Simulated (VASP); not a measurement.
**LiCl: relaxation of cell and atoms with PBEsol**

The system is LiCl.

```xyz
2
Lattice="0.0000 2.5314 2.5314 2.5314 0.0000 2.5314 2.5314 2.5314 0.0000" Properties=species:S:1:pos:R:3 pbc="T T T"
Li    0.0000    0.0000    0.0000
Cl    2.5314    2.5314    2.5314
```

```json
{"Program": "VASP 6.6.1", "Task": "relaxation of cell and atoms", "Functional": "PBEsol", "Potentials or basis": "VASP PAW PBE potentials, release 64 (Li_sv, Cl)", "Cutoff": "600 eV", "k mesh": "8 × 8 × 8", "Occupations": "gaussian, width 0.01 eV", "Spin": "no spin polarisation", "Dipole correction": "no", "Further INCAR settings": "ALGO = Normal; EDIFF = 1e-06; IBRION = 2; EDIFFG = -0.001; NSW = 80; ISIF = 3"}
```

The relaxed volume is 16.21 Å³/atom and the relaxed cell is a = 3.579 Å, b = 3.579 Å, c = 3.579 Å, α = 60.00°, β = 60.00°, γ = 60.00°. The space group after relaxing (to 0.1 Å) is Fm-3m (No. 225). The energy gained by relaxing is 0.0 meV/atom and the ionic steps are 5. The pressure after relaxing is 0.0 GPa and the band gap on the k mesh is 6.37 eV.

Final structure:
```
Li Cl
1.0
     0.00000    2.53061    2.53061
     2.53061    0.00000    2.53061
     2.53061    2.53061    0.00000
Li Cl
1 1
Direct
  0.00000 0.00000 0.00000
  0.50000 0.50000 0.50000
```

Levels at points of the mesh, in eV from the valence-band top:
| k point | band 1 | band 2 | band 3 | band 4 | band 5 | band 6 | band 7 | band 8 | band 9 |
| --- | --- | --- | --- | --- | --- | --- | --- | --- | --- |
| (0.00, 0.00, 0.00) | -42.75 | -13.54 | 0.00 | 0.00 | 0.00 | 6.37 | 11.84 | 11.84 | 11.84 |
| (0.50, 0.00, 0.00) | -42.74 | -12.90 | -3.04 | -0.28 | -0.28 | 6.60 | 9.41 | 9.41 | 13.24 |
| (0.50, 0.50, 0.00) | -42.74 | -12.62 | -3.15 | -1.20 | -1.20 | 7.86 | 8.03 | 12.62 | 14.30 |

Wall time 36 s on 1 thread of Intel Xeon 8259CL, with other jobs on the host, peak memory 0.16 GiB.

Caveat: the cutoff is under 1.25 times the usual one of these potentials, so pressure, stress and relaxed cells hold a basis-set (Pulay) error; the PAW data sets were made with another functional, which shifts forces and pressure a little. A k mesh can miss the band edges.
